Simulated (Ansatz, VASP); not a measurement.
Rb in VASP and in Ansatz

File INCAR:

```
PREC = Accurate
ENCUT = 520
EDIFF = 1E-7
ISMEAR = -1
SIGMA = 0.1
LREAL = False
LASPH = True
NELM = 100
ALGO = Normal
ISIF = 2
LWAVE = False
LCHARG = False
GGA = PS
NBANDS = 16
```

File KPOINTS:

```
regular mesh
0
Gamma
  7 7 4
```

The input POSCAR:

```
Rb
1.0
    5.0882070000      0.0000000000      0.0000000000
   -2.5441030000      4.4065170000      0.0000000000
    0.0000000000      0.0000000000      8.4420580000
Rb
2
Direct
    0.3333333333      0.6666666667      0.2500000000
    0.6666666667      0.3333333333      0.7500000000
```

Input for Ansatz:

```yaml
crystal:
  lattice:
    - [5.088207, 0.0, 0.0]
    - [-2.544103, 4.406517, 0.0]
    - [0.0, 0.0, 8.442058]
  atoms:
    - { symbol: Rb, position: [0.3333333333333333, 0.6666666666666666, 0.25] }
    - { symbol: Rb, position: [0.6666666666666666, 0.3333333333333333, 0.75] }
basis:
  ecutwfc: 475.0
kpoints:
  mp_grid:
    grid: [7, 7, 4]
hamiltonian:
  xc: pbesol
scf:
  max_iter: 100
  n_extra_bands: 4
  occupations:
    method: fermi_dirac
  eigensolver:
    kind: auto
    mixed_precision: false
output:
  forces: true
  stress: true
```

Alike in both runs: task single point; functional PBEsol; k mesh 7 × 7 × 4; no spin polarisation.

|  | VASP | Ansatz |
| --- | --- | --- |
| version | VASP 6.6.1 | Ansatz 0.2.0 |
| potentials or method | VASP PAW PBE potentials, release 64 (Rb_sv), cutoff 520 eV | plane waves, PAW |
| occupations | fermi-dirac, width 0.1 eV | fermi-dirac |
| valence electrons in the cell | 18 | 18 |

|  | VASP | Ansatz | Ansatz less VASP |
| --- | --- | --- | --- |
| pressure (GPa) | -0.2 | -0.2 | 0.00 |

VASP's potentials were made for PBE, not for PBEsol.
